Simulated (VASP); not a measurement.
Crystal: P.

```
P
1.0
     1.64774   -5.46504    0.00000
     1.64774    5.46504    0.00000
     0.00000    0.00000    4.54364
P
4
Direct
  0.90414 0.09586 0.58882
  0.09586 0.90414 0.41118
  0.59586 0.40414 0.08882
  0.40414 0.59586 0.91118
```

| Quantity | Value |
| --- | --- |
| Program | VASP 6.6.1 |
| Task | relaxation of cell and atoms |
| Functional | PBE |
| Dispersion | D3(BJ) |
| Potentials or basis | VASP PAW PBE potentials, release 64 (P) |
| Cutoff | 600 eV |
| k mesh | 8 × 8 × 6 |
| Occupations | fermi-dirac, width 0.05 eV |
| Spin | no spin polarisation |

At the start: pressure -1.1 GPa; volume 20.46 Å³/atom.

Q: Where does the relaxation end?

A: Over 20 steps the energy falls by 30.0 meV/atom and the volume is 17.60 Å³/atom (-14.0 %); space group Cmce (No. 64, to 0.1 Å) before and after.

The path:
```tsv
step	energy change (eV)	largest force (eV/Å)	pressure (GPa)	volume (Å³)
1	0.0000	0.3011	-1.08	81.83
2	-0.0222	0.2433	-0.50	80.20
3	-0.0318	0.3403	0.29	78.23
4	-0.0451	0.2644	0.16	77.57
5	-0.0718	0.0746	-0.20	75.60
6	-0.0709	0.3229	-0.64	71.70
7	-0.0810	0.1310	-0.43	73.80
8	-0.1004	0.0886	-0.36	72.69
9	-0.1179	0.0362	-0.03	70.63
10	-0.1184	0.0425	0.08	70.20
11	-0.1187	0.0266	0.01	70.27
12	-0.1191	0.0259	-0.19	70.47
13	-0.1193	0.0203	-0.15	70.46
14	-0.1197	0.0136	-0.03	70.42
15	-0.1194	0.0415	0.19	70.35
16	-0.1197	0.0185	0.03	70.40
17	-0.1198	0.0084	0.01	70.41
18	-0.1198	0.0186	-0.05	70.44
19	-0.1198	0.0098	-0.03	70.43
20	-0.1199	0.0034	0.01	70.41
```

Final structure:
```xyz
4
Lattice="1.6582 -5.0838 0.0000 1.6582 5.0838 0.0000 0.0000 0.0000 4.1764" Properties=species:S:1:pos:R:3 pbc="T T T"
P     1.6582   -4.0029    2.3914
P     1.6582    4.0029    1.7850
P     1.6582   -1.0809    0.3032
P     1.6582    1.0809    3.8732
```
